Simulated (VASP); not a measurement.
Be3Te2O: single point with PBE

Be3Te2O:

```xyz
6
Lattice="3.7534 0.0000 0.0000 -1.8767 3.2505 0.0000 0.0000 0.0000 7.2732" Properties=species:S:1:pos:R:3 pbc="T T T"
Be    1.8767    1.0835    3.0159
Be    0.0000    2.1670    4.2573
Be    0.0000    0.0000    3.6366
Te    1.8767    1.0835    5.6818
Te    0.0000    2.1670    1.5915
O     0.0000    0.0000    0.0000
```

The cell was generated, and may not be a known phase.

```
Program             : VASP 6.6.1
Task                : single point
Functional          : PBE
Potentials or basis : VASP PAW PBE potentials, release 64 (Be, Te, O)
Cutoff              : 600 eV
k mesh              : 3 × 3 × 2
Occupations         : gaussian, width 0.15 eV
Spin                : no spin polarisation
```

| Quantity | Value |
| --- | --- |
| Pressure | 0.3 GPa |
| Largest force | 0.019 eV/Å |
| Band gap on the k mesh | 0.01 eV (least direct gap 0.25 eV) |

Forces on the atoms (eV/Å):
```
Be   0.000  0.000 -0.016
Be   0.000  0.000  0.016
Be   0.000  0.000  0.000
Te   0.000  0.000 -0.019
Te   0.000  0.000  0.019
O    0.000  0.000  0.000
```

Stress tensor (GPa, compression positive):
```
 0.45  0.00  0.00
 0.00  0.45  0.00
 0.00  0.00 -0.12
```

Levels at points of the mesh, in eV from the valence-band top:
```
           k point  band 10  band 11  band 12  band 13  band 14  band 15
(0.00, 0.00, 0.00)    -0.56     0.00     0.00     0.25     0.71     0.71
(0.00, 0.00, 0.50)    -0.98    -0.64    -0.64     0.51     0.51     2.03
```

It took 22 s on 1 thread of Intel(R) Xeon(R) Platinum 8488C (Sapphire Rapids), with other jobs on the host, peak memory 0.22 GiB.

Caveat: the k points lie up to 0.64 Å⁻¹ apart; the smearing spreads over this small gap; semilocal functionals underestimate gaps, and a narrow one can read as zero; spin-orbit coupling is left out, which moves the levels of the heavy elements. A k mesh can miss the band edges.
